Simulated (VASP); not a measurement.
# SiO2 (Cristobalite) (P4_12_12) in VASP: settings compared

Aim: see how the results for SiO2 (Cristobalite) move with the level of theory and the settings. Levels: PBE, RPBE, r2SCAN. Tasks: electric field gradients.

Everything below comes from runs of VASP 6.6.1. Logs are shortened: lines on timing, memory, paths and dates and some standing lists are left out, and cuts for length are marked.

### 1 The cell of the first run

The structure is tetragonal, space group P4_12_12 (No. 92). Conventional cell: a = 4.972 Å, b = 4.972 Å, c = 6.922 Å, α = 90.00°, β = 90.00°, γ = 90.00°. Within 2.1 Å of Si (site symmetry 2) lie 4 O at 1.60 Å. Within 2.1 Å of O (site symmetry 1) lie 2 Si at 1.60 Å.

### 2 Electric field gradients, PBE

Contents of INCAR:

```
PREC     = Accurate       # precision mode
ENCUT    = 520            # plane-wave cutoff, eV
EDIFF    = 1E-8           # SCF threshold, eV
ISMEAR   = -1             # smearing method
SIGMA    = 0.02           # smearing width, eV
LREAL    = F              # projectors in reciprocal space
LASPH    = T              # aspherical terms in the spheres
NELM     = 80             # most SCF steps
ALGO     = Normal         # electronic algorithm
ISIF     = 2              # what is computed and relaxed
LWAVE    = F              # write WAVECAR
LCHARG   = F              # write CHGCAR
GGA      = PE             # functional
LEFG     = T            
NBANDS   = 44             # bands
```

Contents of KPOINTS:

```
regular mesh
0
Gamma
  5 5 4
```

Contents of POSCAR:

```
SiO2
1.0
    4.9717000000      0.0000000000      0.0000000000
    0.0000000000      4.9717000000      0.0000000000
    0.0000000000      0.0000000000      6.9223000000
Si O
4 8
Direct
    0.3002800000      0.3002800000      0.0000000000
    0.1997200000      0.8002800000      0.2500000000
    0.6997200000      0.6997200000      0.5000000000
    0.8002800000      0.1997200000      0.7500000000
    0.2392000000      0.1044000000      0.1787000000
    0.3956000000      0.7392000000      0.4287000000
    0.7608000000      0.8956000000      0.6787000000
    0.6044000000      0.2608000000      0.9287000000
    0.7392000000      0.3956000000      0.5713000000
    0.8956000000      0.7608000000      0.3213000000
    0.2608000000      0.6044000000      0.0713000000
    0.1044000000      0.2392000000      0.8213000000
```

Potentials or basis: VASP PAW PBE potentials, release 64 (Si, O).

Launch:

```sh
> cat potpaw_PBE.64/Si/POTCAR potpaw_PBE.64/O/POTCAR > POTCAR
> mpirun -np 1 vasp_std > vasp.out
```

OUTCAR:

```text
PREC = Accurate
   ENCUT = 520
   EDIFF = 1E-8
   ISMEAR = -1
   LREAL = F
   LASPH = T
   NELM = 80
   ISIF = 2
   GGA = PE

 ion  position               nearest neighbor table
   1  0.300  0.300  0.000-   8 1.60  11 1.60   5 1.60  12 1.60   2 3.07   4 3.07   2 3.07   4 3.07

   2  0.200  0.800  0.250-   5 1.60  10 1.60   6 1.60  11 1.60   1 3.07   3 3.07   1 3.07   3 3.07

   3  0.700  0.700  0.500-   6 1.60   9 1.60   7 1.60  10 1.60   2 3.07   4 3.07   4 3.07   2 3.07

   4  0.800  0.200  0.750-   7 1.60  12 1.60   9 1.60   8 1.60   1 3.07   3 3.07   3 3.07   1 3.07

   5  0.239  0.104  0.179-   2 1.60   1 1.60
   6  0.396  0.739  0.429-   3 1.60   2 1.60
   7  0.761  0.896  0.679-   4 1.60   3 1.60
   8  0.604  0.261  0.929-   1 1.60   4 1.60
   9  0.739  0.396  0.571-   3 1.60   4 1.60
  10  0.896  0.761  0.321-   2 1.60   3 1.60
  11  0.261  0.604  0.071-   1 1.60   2 1.60
  12  0.104  0.239  0.821-   4 1.60   1 1.60

  LATTYP: Found a simple tetragonal cell.
 ALAT       =     4.9717000000
 C/A-ratio  =     1.3923406481

  Lattice vectors:

 A1 = (   4.9717000000,   0.0000000000,   0.0000000000)
 A2 = (   0.0000000000,   4.9717000000,   0.0000000000)
 A3 = (   0.0000000000,   0.0000000000,   6.9223000000)

Analysis of symmetry for initial positions (statically):
=====================================================================
 Subroutine PRICEL returns:
 Original cell was already a primitive cell.

 Routine SETGRP: Setting up the symmetry group for a
 simple tetragonal supercell.

 Subroutine GETGRP returns: Found  8 space group operations
 (whereof  2 operations were pure point group operations)
 out of a pool of 16 trial point group operations.

The static configuration has the point symmetry C_2 .
 The point group associated with its full space group is D_4 .

Analysis of symmetry for dynamics (positions and initial velocities):
=====================================================================
 Subroutine PRICEL returns:
 Original cell was already a primitive cell.

 Routine SETGRP: Setting up the symmetry group for a
 simple tetragonal supercell.

[... 1029 lines left out ...]
 VOLUME and BASIS-vectors are now :
 -----------------------------------------------------------------------------
  energy-cutoff  :      520.00
  volume of cell :      171.10
      direct lattice vectors                 reciprocal lattice vectors
     4.971700000  0.000000000  0.000000000     0.201138444  0.000000000  0.000000000
     0.000000000  4.971700000  0.000000000     0.000000000  0.201138444  0.000000000
     0.000000000  0.000000000  6.922300000     0.000000000  0.000000000  0.144460656

 POSITION                                       TOTAL-FORCE (eV/Angst)
 -----------------------------------------------------------------------------------
      1.49290      1.49290      0.00000        -0.004184     -0.004184      0.000000
      0.99295      3.97875      1.73057         0.004184     -0.004184      0.000000
      3.47880      3.47880      3.46115         0.004184      0.004184      0.000000
      3.97875      0.99295      5.19172        -0.004184      0.004184      0.000000
      1.18923      0.51905      1.23702        -0.054241      0.250708      0.385134
      1.96680      3.67508      2.96759        -0.250708     -0.054241      0.385134
      3.78247      4.45265      4.69817         0.054241     -0.250708      0.385134
      3.00490      1.29662      6.42874         0.250708      0.054241      0.385134
      3.67508      1.96680      3.95471        -0.054241     -0.250708     -0.385134
      4.45265      3.78247      2.22413        -0.250708      0.054241     -0.385134
      1.29662      3.00490      0.49356         0.054241      0.250708     -0.385134
      0.51905      1.18923      5.68528         0.250708     -0.054241     -0.385134
 -----------------------------------------------------------------------------------
    total drift:                                0.000000     -0.000000      0.000000

  FREE ENERGIE OF THE ION-ELECTRON SYSTEM (eV)
  ---------------------------------------------------
  free  energy   TOTEN  =       -94.7461361261 eV

  energy  without entropy=      -94.7461361261  energy(sigma->0) =      -94.74613613

 Electric field gradients (V/A^2)
---------------------------------------------------------------------
 ion       V_xx      V_yy      V_zz      V_xy      V_xz      V_yz
---------------------------------------------------------------------
   1      -0.189    -0.189     0.378     0.341     2.651    -2.651
   2      -0.189    -0.189     0.378    -0.341     2.651     2.651
   3      -0.189    -0.189     0.378     0.341    -2.651     2.651
   4      -0.189    -0.189     0.378    -0.341    -2.651    -2.651
   5     -45.689    43.072     2.617    17.797   -13.243   -56.209
   6      43.072   -45.689     2.617   -17.797    56.209   -13.243
   7     -45.689    43.072     2.617    17.797    13.243    56.209
   8      43.072   -45.689     2.617   -17.797   -56.209    13.243
   9     -45.689    43.072     2.617   -17.797    13.243   -56.209
  10      43.072   -45.689     2.617    17.797   -56.209   -13.243
  11     -45.689    43.072     2.617   -17.797   -13.243    56.209
  12      43.072   -45.689     2.617    17.797    56.209    13.243
---------------------------------------------------------------------

 Electric field gradients after diagonalization (V/A^2)
 (convention: |V_zz| > |V_xx| > |V_yy|)
----------------------------------------------------------------------
 ion       V_xx      V_yy      V_zz     asymmetry (V_yy - V_xx)/ V_zz
----------------------------------------------------------------------
   1       3.700     0.152    -3.853       0.921
   2       3.700     0.152    -3.853       0.921
   3       3.700     0.152    -3.853       0.921
   4       3.700     0.152    -3.853       0.921
   5     -49.442   -36.866    86.308       0.146
   6     -49.442   -36.866    86.308       0.146
   7     -49.442   -36.866    86.308       0.146
   8     -49.442   -36.866    86.308       0.146
   9     -49.442   -36.866    86.308       0.146
  10     -49.442   -36.866    86.308       0.146
  11     -49.442   -36.866    86.308       0.146
  12     -49.442   -36.866    86.308       0.146
----------------------------------------------------------------------

           NMR quadrupolar parameters

 Cq : quadrupolar parameter    Cq=e*Q*V_zz/h
 eta: asymmetry parameters     (V_yy - V_xx)/ V_zz
 Q  : nuclear electric quadrupole moment in mb (millibarn)
----------------------------------------------------------------------
 ion       Cq(MHz)       eta       Q (mb)
----------------------------------------------------------------------
   1      -0.009       0.921       1.000
   2      -0.009       0.921       1.000
   3      -0.009       0.921       1.000
   4      -0.009       0.921       1.000
   5       0.209       0.146       1.000
   6       0.209       0.146       1.000
   7       0.209       0.146       1.000
   8       0.209       0.146       1.000
   9       0.209       0.146       1.000
  10       0.209       0.146       1.000
  11       0.209       0.146       1.000
  12       0.209       0.146       1.000
----------------------------------------------------------------------
```

OSZICAR:

```text
N       E                     dE             d eps       ncg     rms          rms(c)
DAV:   1     0.413966264162E+03    0.41397E+03   -0.32939E+04  1584   0.133E+03
DAV:   2    -0.764720038936E+02   -0.49044E+03   -0.47490E+03  2024   0.315E+02
DAV:   3    -0.107587762362E+03   -0.31116E+02   -0.30979E+02  1952   0.846E+01
DAV:   4    -0.107992207928E+03   -0.40445E+00   -0.40376E+00  1984   0.106E+01
DAV:   5    -0.107999336330E+03   -0.71284E-02   -0.71238E-02  1968   0.138E+00    0.302E+01
DAV:   6    -0.947575206451E+02    0.13242E+02   -0.49833E+01  1852   0.327E+01    0.143E+01
DAV:   7    -0.947465230129E+02    0.10998E-01   -0.15127E+00  1928   0.511E+00    0.518E+00
DAV:   8    -0.947322059656E+02    0.14317E-01   -0.83225E-02  1920   0.174E+00    0.200E+00
DAV:   9    -0.947435207201E+02   -0.11315E-01   -0.43488E-02  1792   0.120E+00    0.361E-01
DAV:  10    -0.947461168433E+02   -0.25961E-02   -0.40793E-03  1756   0.309E-01    0.109E-01
DAV:  11    -0.947461167116E+02    0.13174E-06   -0.91551E-04  1952   0.159E-01    0.149E-02
DAV:  12    -0.947461307663E+02   -0.14055E-04   -0.26960E-05  1836   0.266E-02    0.146E-02
DAV:  13    -0.947461353944E+02   -0.46280E-05   -0.61260E-06  1784   0.130E-02    0.516E-03
DAV:  14    -0.947461361291E+02   -0.73471E-06   -0.99781E-07  1928   0.528E-03    0.133E-03
DAV:  15    -0.947461361476E+02   -0.18586E-07   -0.50129E-08  1672   0.126E-03    0.559E-04
DAV:  16    -0.947461361301E+02    0.17499E-07   -0.17724E-09  1400   0.228E-04    0.222E-04
DAV:  17    -0.947461361261E+02    0.40791E-08   -0.20521E-09  1060   0.229E-04
   1 F= -.94746136E+02 E0= -.94746136E+02  d E =-.984950E-11
```

stdout:

```text
POSCAR found type information on POSCAR SiO
 POSCAR found :  2 types and      12 ions
 scaLAPACK will be used
 LDA part: xc-table for (Slater+PW92), standard interpolation
 POSCAR, INCAR and KPOINTS ok, starting setup
 FFT: planning ... GRIDC
 FFT: planning ... GRID_SOFT
 FFT: planning ... GRID
 WAVECAR not read
 entering main loop
ion   1

ion   2

ion   3

ion   4

ion   5
     0.0000293    -3.8403591    11.9938772    -0.5324701     2.7537117     9.3083757
     0.0000403    -3.8403591    11.9938771    -0.5324701     2.7537116     9.3083757
     0.0000555    -3.8403590    11.9938769    -0.5324701     2.7537116     9.3083755
     0.0000765    -3.8403589    11.9938766    -0.5324701     2.7537115     9.3083752
[... 72 lines left out ...]
ion  12
     0.0000293    -3.8403591    -2.7537117    -0.5324701   -11.9938772    -9.3083757
     0.0000403    -3.8403591    -2.7537116    -0.5324701   -11.9938771    -9.3083757
     0.0000555    -3.8403590    -2.7537116    -0.5324701   -11.9938769    -9.3083755
     0.0000765    -3.8403589    -2.7537115    -0.5324701   -11.9938766    -9.3083752

     0.0000293   -14.2463410   -10.4247461    -1.8015530   -44.7670866   -34.9955920
     0.0000403   -14.2463383   -10.4247441    -1.8015526   -44.7670783   -34.9955854
     0.0000555   -14.2463338   -10.4247408    -1.8015521   -44.7670641   -34.9955743
     0.0000765   -14.2463263   -10.4247352    -1.8015512   -44.7670403   -34.9955556
```

Wall time 2.3 min (1 thread of Intel Xeon Platinum 8488C (Sapphire Rapids), shared host); peak memory 0.3 GiB.

What came out:

```yaml
Free_energy: -94.7461 eV
Pressure: 7.8 GPa
Largest_force: 0.463 eV/Å
Band_gap_on_the_k_mesh: 5.80 eV, direct
```

Forces in eV/Å, atoms in the order of the input:
```
Si  -0.004 -0.004  0.000
Si   0.004 -0.004  0.000
Si   0.004  0.004  0.000
Si  -0.004  0.004  0.000
O   -0.054  0.251  0.385
O   -0.251 -0.054  0.385
O    0.054 -0.251  0.385
O    0.251  0.054  0.385
O   -0.054 -0.251 -0.385
O   -0.251  0.054 -0.385
O    0.054  0.251 -0.385
O    0.251 -0.054 -0.385
```

Electric field gradients, principal values (V/Å²):
```tsv
atom	least	middle	greatest (by size)
1 Si	0.152	3.700	-3.853
2 Si	0.152	3.700	-3.853
3 Si	0.152	3.700	-3.853
4 Si	0.152	3.700	-3.853
5 O	-36.866	-49.442	86.308
6 O	-36.866	-49.442	86.308
7 O	-36.866	-49.442	86.308
8 O	-36.866	-49.442	86.308
9 O	-36.866	-49.442	86.308
10 O	-36.866	-49.442	86.308
11 O	-36.866	-49.442	86.308
12 O	-36.866	-49.442	86.308
```

Caveat: without QUAD_EFG the Cq values of the log hold for a quadrupole moment of 1 mb, not for the nuclei.

### 3 Electric field gradients, RPBE

Contents of INCAR:

```
ALGO = Normal ; EDIFF = 1E-8
ENCUT = 520 ; GGA = RP
ISIF = 2 ; ISMEAR = -1
LASPH = True ; LCHARG = False
LEFG = True ; LREAL = False
LWAVE = False ; NBANDS = 44
NELM = 80 ; PREC = Accurate
SIGMA = 0.02
```

Contents of KPOINTS:

```
k-points
0
Gamma
  5 5 4
```

POSCAR is that of step 2.

Potentials or basis: VASP PAW PBE potentials, release 64 (Si, O).

Launch:

```sh
> cat potpaw_PBE.64/Si/POTCAR potpaw_PBE.64/O/POTCAR > POTCAR
> mpirun -np 1 vasp_std > vasp.out
```

OUTCAR:

```text
EDIFF = 1E-8
   ENCUT = 520
   GGA = RP
   ISIF = 2
   ISMEAR = -1
   LASPH = True
   LREAL = False
   NELM = 80
   PREC = Accurate

 ion  position               nearest neighbor table
   1  0.300  0.300  0.000-   8 1.60  11 1.60   5 1.60  12 1.60   2 3.07   4 3.07   2 3.07   4 3.07

   2  0.200  0.800  0.250-   5 1.60  10 1.60   6 1.60  11 1.60   1 3.07   3 3.07   1 3.07   3 3.07

   3  0.700  0.700  0.500-   6 1.60   9 1.60   7 1.60  10 1.60   2 3.07   4 3.07   4 3.07   2 3.07

   4  0.800  0.200  0.750-   7 1.60  12 1.60   9 1.60   8 1.60   1 3.07   3 3.07   3 3.07   1 3.07

   5  0.239  0.104  0.179-   2 1.60   1 1.60
   6  0.396  0.739  0.429-   3 1.60   2 1.60
   7  0.761  0.896  0.679-   4 1.60   3 1.60
   8  0.604  0.261  0.929-   1 1.60   4 1.60
   9  0.739  0.396  0.571-   3 1.60   4 1.60
  10  0.896  0.761  0.321-   2 1.60   3 1.60
  11  0.261  0.604  0.071-   1 1.60   2 1.60
  12  0.104  0.239  0.821-   4 1.60   1 1.60

  LATTYP: Found a simple tetragonal cell.
 ALAT       =     4.9717000000
 C/A-ratio  =     1.3923406481

  Lattice vectors:

 A1 = (   4.9717000000,   0.0000000000,   0.0000000000)
 A2 = (   0.0000000000,   4.9717000000,   0.0000000000)
 A3 = (   0.0000000000,   0.0000000000,   6.9223000000)

[... 1089 lines left out ...]
   2      -0.192    -0.192     0.384    -0.347     2.676     2.676
   3      -0.192    -0.192     0.384     0.347    -2.676     2.676
   4      -0.192    -0.192     0.384    -0.347    -2.676    -2.676
   5     -46.206    43.454     2.751    17.922   -13.397   -56.688
   6      43.454   -46.206     2.751   -17.922    56.688   -13.397
   7     -46.206    43.454     2.751    17.922    13.397    56.688
   8      43.454   -46.206     2.751   -17.922   -56.688    13.397
   9     -46.206    43.454     2.751   -17.922    13.397   -56.688
  10      43.454   -46.206     2.751    17.922   -56.688   -13.397
  11     -46.206    43.454     2.751   -17.922   -13.397    56.688
  12      43.454   -46.206     2.751    17.922    56.688    13.397
---------------------------------------------------------------------

 Electric field gradients after diagonalization (V/A^2)
 (convention: |V_zz| > |V_xx| > |V_yy|)
----------------------------------------------------------------------
 ion       V_xx      V_yy      V_zz     asymmetry (V_yy - V_xx)/ V_zz
----------------------------------------------------------------------
   1       3.735     0.155    -3.890       0.920
   2       3.735     0.155    -3.890       0.920
   3       3.735     0.155    -3.890       0.920
   4       3.735     0.155    -3.890       0.920
   5     -49.990   -37.097    87.087       0.148
   6     -49.990   -37.097    87.087       0.148
   7     -49.990   -37.097    87.087       0.148
   8     -49.990   -37.097    87.087       0.148
   9     -49.990   -37.097    87.087       0.148
  10     -49.990   -37.097    87.087       0.148
  11     -49.990   -37.097    87.087       0.148
  12     -49.990   -37.097    87.087       0.148
----------------------------------------------------------------------

           NMR quadrupolar parameters

 Cq : quadrupolar parameter    Cq=e*Q*V_zz/h
 eta: asymmetry parameters     (V_yy - V_xx)/ V_zz
 Q  : nuclear electric quadrupole moment in mb (millibarn)
----------------------------------------------------------------------
 ion       Cq(MHz)       eta       Q (mb)
----------------------------------------------------------------------
   1      -0.009       0.920       1.000
   2      -0.009       0.920       1.000
   3      -0.009       0.920       1.000
   4      -0.009       0.920       1.000
   5       0.211       0.148       1.000
   6       0.211       0.148       1.000
   7       0.211       0.148       1.000
   8       0.211       0.148       1.000
   9       0.211       0.148       1.000
  10       0.211       0.148       1.000
  11       0.211       0.148       1.000
  12       0.211       0.148       1.000
----------------------------------------------------------------------
```

OSZICAR:

```text
N       E                     dE             d eps       ncg     rms          rms(c)
DAV:   1     0.420068641195E+03    0.42007E+03   -0.33003E+04  1584   0.133E+03
DAV:   2    -0.725153846598E+02   -0.49258E+03   -0.47710E+03  2024   0.316E+02
DAV:   3    -0.103498059560E+03   -0.30983E+02   -0.30848E+02  1936   0.845E+01
DAV:   4    -0.103902691415E+03   -0.40463E+00   -0.40393E+00  1984   0.107E+01
DAV:   5    -0.103909822859E+03   -0.71314E-02   -0.71267E-02  1948   0.139E+00    0.317E+01
DAV:   6    -0.907993635237E+02    0.13110E+02   -0.48328E+01  1860   0.324E+01    0.156E+01
DAV:   7    -0.908677356714E+02   -0.68372E-01   -0.16226E+00  1912   0.531E+00    0.546E+00
DAV:   8    -0.909075008428E+02   -0.39765E-01   -0.95697E-02  1848   0.189E+00    0.205E+00
DAV:   9    -0.909360621933E+02   -0.28561E-01   -0.62173E-02  1760   0.144E+00    0.457E-01
DAV:  10    -0.909390134687E+02   -0.29513E-02   -0.52160E-03  1856   0.399E-01    0.110E-01
DAV:  11    -0.909389925301E+02    0.20939E-04   -0.95155E-04  1896   0.169E-01    0.194E-02
DAV:  12    -0.909390071457E+02   -0.14616E-04   -0.26911E-05  1856   0.270E-02    0.213E-02
DAV:  13    -0.909390118536E+02   -0.47079E-05   -0.52471E-06  1776   0.143E-02    0.585E-03
DAV:  14    -0.909390123422E+02   -0.48855E-06   -0.19655E-06  1936   0.719E-03    0.769E-04
DAV:  15    -0.909390124310E+02   -0.88801E-07   -0.87601E-08  1800   0.166E-03    0.884E-04
DAV:  16    -0.909390123961E+02    0.34921E-07   -0.63216E-09  1408   0.419E-04    0.308E-04
DAV:  17    -0.909390123917E+02    0.43801E-08   -0.68148E-10  1044   0.157E-04
   1 F= -.90939012E+02 E0= -.90939012E+02  d E =-.348924E-12
```

Run time: 2.4 min. Hardware: 1 thread of Intel Xeon Platinum 8488C (Sapphire Rapids), shared host; peak memory 0.3 GiB.

Results:

```yaml
Free_energy: -90.9390 eV
Pressure: 10.2 GPa
Largest_force: 0.576 eV/Å
Band_gap_on_the_k_mesh: 6.01 eV, direct
```

Forces on the atoms (eV/Å):
```
Si  -0.005 -0.005  0.000
Si   0.005 -0.005  0.000
Si   0.005  0.005  0.000
Si  -0.005  0.005  0.000
O   -0.066  0.314  0.478
O   -0.314 -0.066  0.478
O    0.066 -0.314  0.478
O    0.314  0.066  0.478
O   -0.066 -0.314 -0.478
O   -0.314  0.066 -0.478
O    0.066  0.314 -0.478
O    0.314 -0.066 -0.478
```

Levels at points of the mesh, in eV from the valence-band top:
```tsv
k point	band 28	band 29	band 30	band 31	band 32	band 33	band 34	band 35	band 36	band 37
(0.00, 0.00, 0.00)	-1.21	-0.67	-0.27	-0.27	0.00	6.01	9.04	9.04	9.53	9.53
(0.00, 0.00, 0.50)	-0.80	-0.52	-0.52	-0.40	-0.40	7.25	7.25	9.68	9.68	9.89
```

Electric field gradients, principal values (V/Å²):
```csv
atom,least,middle,greatest (by size)
1 Si,0.155,3.735,-3.890
2 Si,0.155,3.735,-3.890
3 Si,0.155,3.735,-3.890
4 Si,0.155,3.735,-3.890
5 O,-37.097,-49.990,87.087
6 O,-37.097,-49.990,87.087
7 O,-37.097,-49.990,87.087
8 O,-37.097,-49.990,87.087
9 O,-37.097,-49.990,87.087
10 O,-37.097,-49.990,87.087
11 O,-37.097,-49.990,87.087
12 O,-37.097,-49.990,87.087
```

Caveat: without QUAD_EFG the Cq values of the log hold for a quadrupole moment of 1 mb, not for the nuclei; the PAW data sets were made with another functional, which shifts forces and pressure a little.

(Part 1 of 2 ends here.)
